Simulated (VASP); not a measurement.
Runs of VASP 6.6.1 on AlFe. The structure is that of space group Pm-3m (No. 221), or close to it. The cells are those of the table. 

```csv
task,cell,gap on the mesh (eV),pressure (GPa),moment (μB)
electric field gradients,"a = 2.851 Å, 2 atoms",none,4.5,0.67
single point,"a = 2.929 Å, 2 atoms",none,-8.7,0.76
electric field gradients,"a = 2.910 Å, 2 atoms",none,(b),0.74
single point,"a = 2.851 Å, 2 atoms",none,4.5,0.67
electric field gradients,"a = 2.890 Å, 2 atoms",none,-2.8,0.72
electric field gradients,"a = 2.929 Å, 2 atoms",none,-8.7,0.76
single point,"a = 2.967 Å, 2 atoms",none,-13.5,0.79
electric field gradients,"a = 2.967 Å, 2 atoms",none,-13.5,(a)
```

Alike in all rows: level PBE; potentials or basis VASP PAW PBE potentials, release 64 (Al, Fe); spin collinear, ferromagnetic start; k mesh 12 × 12 × 12; cutoff (eV) 520; smearing fermi-dirac 0.05 eV.

**Question.** Estimate the missing entries.

**Answer.** (a) 0.78; (b) -5.9.

Caveats: the cell stands under tension (at least some runs); the cell stands under pressure (at least some runs).

A gap of «none» marks levels without a gap at the run's occupations.
